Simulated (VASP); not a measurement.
# AlNi (Amm2) in VASP: single point with PBEsol

Aim: the single point of AlNi with PBEsol.

Program: VASP 6.6.1. These are calculated values, not measurements. Logs are shortened: lines on timing, memory, paths and dates and some standing lists are left out, and cuts for length are marked.

### Step 1. The cell of the first run

Symmetry: Amm2, No. 38, orthorhombic system. The conventional cell has a = 2.881 Å, b = 4.074 Å, c = 4.074 Å, α = 90.00°, β = 90.00°, γ = 90.00°. Al (site symmetry mm2) has 8 Ni at 2.38 to 2.61 Å and 6 Al at 2.88 Å within 3.1 Å. Ni (site symmetry mm2) has 8 Al at 2.38 to 2.61 Å and 6 Ni at 2.88 Å within 3.1 Å.

### Step 2. Single point, PBEsol (atom 2 (Ni) moved by (-0.100, -0.100) A along x and z)

INCAR reads:

```
SYSTEM = AlNi
  ALGO = Fast
  EDIFF = 1E-6
  ENCUT = 520
  GGA = PS
  ISIF = 2
  ISMEAR = 0
  LASPH = .True.
  LCHARG = .False.
  LREAL = .False.
  LWAVE = .False.
  NBANDS = 14
  NELM = 80
  PREC = Accurate
  SIGMA = 0.15
```

KPOINTS reads:

```
k-points
0
Gamma
  16 16 16
  0 0 0
```

POSCAR reads:

```
AlNi
1.0
    2.8810000000      0.0000000000      0.0000000000
    0.0000000000      2.8810000000      0.0000000000
    0.0000000000      0.0000000000      2.8810000000
Al Ni
1 1
Direct
    0.0000000000      0.0000000000      0.0000000000
    0.4652898299      0.5000000000      0.4652898299
```

Potentials or basis: VASP PAW PBE potentials, release 64 (Al, Ni).

Started as:

```sh
> cat potpaw_PBE.64/Al/POTCAR potpaw_PBE.64/Ni/POTCAR > POTCAR
> mpirun -np 1 vasp_std > vasp.out
```

OUTCAR:

```text
SYSTEM = AlNi
   EDIFF = 1E-6
   ENCUT = 520
   GGA = PS
   ISIF = 2
   ISMEAR = 0
   LASPH = .True.
   LREAL = .False.
   NELM = 80
   PREC = Accurate

 ion  position               nearest neighbor table
   1  0.000  0.000  0.000-   2 2.38   2 2.38   2 2.50   2 2.50   2 2.50   2 2.50   2 2.61   2 2.61

   2  0.465  0.500  0.465-   1 2.38   1 2.38   1 2.50   1 2.50   1 2.50   1 2.50   1 2.61   1 2.61

  LATTYP: Found a simple cubic cell.
 ALAT       =     2.8810000000

  Lattice vectors:

 A1 = (   2.8810000000,   0.0000000000,   0.0000000000)
 A2 = (   0.0000000000,   2.8810000000,   0.0000000000)
 A3 = (   0.0000000000,   0.0000000000,   2.8810000000)

Analysis of symmetry for initial positions (statically):
=====================================================================
 Subroutine PRICEL returns:
 Original cell was already a primitive cell.

 Routine SETGRP: Setting up the symmetry group for a
 simple cubic supercell.

 Subroutine GETGRP returns: Found  4 space group operations
 (whereof  4 operations were pure point group operations)
 out of a pool of 48 trial point group operations.

The static configuration has the point symmetry C_2v.

Analysis of symmetry for dynamics (positions and initial velocities):
=====================================================================
 Subroutine PRICEL returns:
 Original cell was already a primitive cell.

 Routine SETGRP: Setting up the symmetry group for a
 simple cubic supercell.

 Subroutine GETGRP returns: Found  4 space group operations
 (whereof  4 operations were pure point group operations)
 out of a pool of 48 trial point group operations.

The dynamic configuration has the point symmetry C_2v.

 Subroutine INISYM returns: Found  4 space group operations
 (whereof  4 operations are pure point group operations),
 and found     1 'primitive' translations

----------------------------------------------------------------------------------------

                                     Primitive cell

  volume of cell :      23.9128

  direct lattice vectors                    reciprocal lattice vectors
     2.881000000  0.000000000  0.000000000     0.347101701  0.000000000  0.000000000
     0.000000000  2.881000000  0.000000000     0.000000000  0.347101701  0.000000000
     0.000000000  0.000000000  2.881000000     0.000000000  0.000000000  0.347101701

  length of vectors
     2.881000000  2.881000000  2.881000000     0.347101701  0.347101701  0.347101701

  position of ions in fractional coordinates (direct lattice)
     0.000000000  0.000000000  0.000000000
     0.465289830  0.500000000  0.465289830

[... 84 lines left out ...]
   POTIM  = 0.5000    time-step for ionic-motion
   TEBEG  =    0.0;   TEEND  =   0.0 temperature during run
   PSTRESS=    0.0 pullay stress
   NELECT =      13.0000    total number of electrons
   NUPDOWN=      -1.0000    fix difference up-down
   EMIN   =  10.00;   EMAX   =-10.00  energy-range for DOS
   EFERMI =   0.00;   METHOD = LEGACY
   ISMEAR =     0;   SIGMA  =   0.15  broadening in eV -4-tet -1-fermi 0-gaus
   EFERMI_NEDOS =   21; number of points for ismear=-14 and -15
   IALGO  =     68    algorithm
   IMIX   =      4    mixing-type and parameters
     AMIX     =   0.40;   BMIX     =  1.00
     AMIX_MAG =   1.60;   BMIX_MAG =  1.00
  volume/ion in A,a.u.               =      11.96        80.69
  Fermi-wavevector in a.u.,A,eV,Ry     =   1.336122  2.524904 24.289410  1.785221
  Thomas-Fermi vector in A             =   2.464773
   LORBIT       =      0    0 simple, 1 ext, 2 COOP (PROOUT), +10 PAW based schemes
   GGA     = PS    functional components
   LHFCALC =     F    Hartree Fock is set to
   AEXX    =    0.0000 exact exchange contribution
   IVDW    =     0    specifies the selected vdW correction
   LEPSILON=     F    determine dielectric tensor
   LRPA    =     F    only Hartree local field effects (RPA)
 non-spin polarized calculation
 RMM-DIIS sequential band-by-band and
 Gauss-broadening in eV      SIGMA  =   0.15
  energy-cutoff  :      520.00
  volume of cell :       23.91
 maximum number of plane-waves:       661
 NGX is ok and might be reduce to    24
   NGX = 11   NGY = 11   NGZ = 11

 number of electron      13.0000000 magnetization

 Free energy of the ion-electron system (eV)
  ---------------------------------------------------
  ext. energy  EPLUGINS =         0.00000000
  ---------------------------------------------------
  free energy    TOTEN  =       -11.52816582 eV

  energy without entropy =      -11.51953249  energy(sigma->0) =      -11.52384916

 E-fermi :   9.8930     XC(G=0): -12.1608

 val. band max:        9.8903401231   @ k =   0.4375   0.3125   0.5000
 cond. band min:       9.8954076628   @ k =   0.1875   0.3750   0.1875
 fundamental gap:      0.0050675397
 Fermi energy:         9.8930423165

 k-point     1 :       0.0000    0.0000    0.0000
  band No.  band energies     occupation
      1      -1.2321      2.00000
      2       6.6329      2.00000
      3       6.6434      2.00000
      4       8.3186      2.00000
      5       8.3433      2.00000
      6       8.3480      2.00000
      7      15.3801      0.00000
      8      15.3983      0.00000
      9      15.4292      0.00000
     10      18.0673      0.00000
     11      18.0717      0.00000
     12      23.4893      0.00000
     13      30.6223      0.00000
     14      30.6429      0.00000
[... 377 lines left out ...]
      1      -0.8738      2.00000
      2       6.6247      2.00000
      3       6.7008      2.00000
      4       8.1901      2.00000
      5       8.2167      2.00000
      6       8.3169      2.00000
      7      13.2772      0.00000
      8      15.0169      0.00000
      9      15.8648      0.00000
     10      18.5857      0.00000
     11      20.2099      0.00000
     12      24.7197      0.00000
     13      27.5117      0.00000
     14      28.4582      0.00000

 [... further k-points ...]
[... 5 lines left out ...]
  --------------------------------------------------------------------------------------
  -------------------------------------------------------------------------------------
  Total       -0.2752409     -0.1998790     -0.2752409      0.0000000      0.0000000      0.2132069
  in kB      -18.4413939    -13.3920809    -18.4413939      0.0000000      0.0000000     14.2850590
  external PRESSURE =     -16.7582896 kB  Pullay stress =       0.0000000 kB

 VOLUME and BASIS-vectors are now :
 -----------------------------------------------------------------------------
  energy-cutoff  :      520.00
  volume of cell :       23.91
      direct lattice vectors                 reciprocal lattice vectors
     2.881000000  0.000000000  0.000000000     0.347101701  0.000000000  0.000000000
     0.000000000  2.881000000  0.000000000     0.000000000  0.347101701  0.000000000
     0.000000000  0.000000000  2.881000000     0.000000000  0.000000000  0.347101701

 POSITION                                       TOTAL-FORCE (eV/Angst)
 -----------------------------------------------------------------------------------
      0.00000      0.00000      0.00000        -0.597564      0.000000     -0.597564
      1.34050      1.44050      1.34050         0.597564      0.000000      0.597564
 -----------------------------------------------------------------------------------
    total drift:                               -0.000231      0.000000     -0.000224

  FREE ENERGIE OF THE ION-ELECTRON SYSTEM (eV)
  ---------------------------------------------------
  free  energy   TOTEN  =       -11.5281658223 eV

  energy  without entropy=      -11.5195324949  energy(sigma->0) =      -11.52384916
```

It took 3.1 min on 1 thread of Intel Xeon Platinum 8259CL at 2.50GHz (Skylake/Cascade Lake), shared host; peak memory 0.33 GiB.

What came out:

| Property | Result |
| --- | --- |
| Free energy | -11.5282 eV |
| Pressure | -1.7 GPa |
| Largest force | 0.845 eV/Å |

Forces in eV/Å, atoms in the order of the input:
```
Al  -0.598  0.000 -0.598
Ni   0.598  0.000  0.598
```

Levels at points of the mesh, in eV from the Fermi level:
| k point | band 3 | band 4 | band 5 | band 6 | band 7 | band 8 | band 9 | band 10 | band 11 | band 12 |
| --- | --- | --- | --- | --- | --- | --- | --- | --- | --- | --- |
| (0.00, 0.00, 0.00) | -3.25 | -1.57 | -1.55 | -1.55 | 5.49 | 5.51 | 5.54 | 8.17 | 8.18 | 13.60 |
| (0.50, 0.00, 0.00) | -2.79 | -2.26 | -2.25 | -1.47 | -0.65 | 8.34 | 9.95 | 9.99 | 10.89 | 10.96 |
| (0.00, 0.50, 0.00) | -2.78 | -2.27 | -2.26 | -1.46 | -0.66 | 8.33 | 10.03 | 10.06 | 10.81 | 10.87 |
| (0.50, 0.50, 0.00) | -2.90 | -2.84 | -2.06 | -2.05 | -1.03 | 1.45 | 2.48 | 12.35 | 14.71 | 14.72 |
| (0.50, 0.00, 0.50) | -2.87 | -2.77 | -2.11 | -2.08 | -1.02 | 1.46 | 2.48 | 12.32 | 15.03 | 15.13 |
| (0.50, 0.50, 0.50) | -4.09 | -1.00 | -0.99 | 1.92 | 1.96 | 1.99 | 3.55 | 4.48 | 4.53 | 4.73 |

Caveat: the cell differs from its parent crystal (atom 2 (Ni) moved by (-0.100, -0.100) A along x and z); the PAW data sets were made with another functional, which shifts forces and pressure a little.
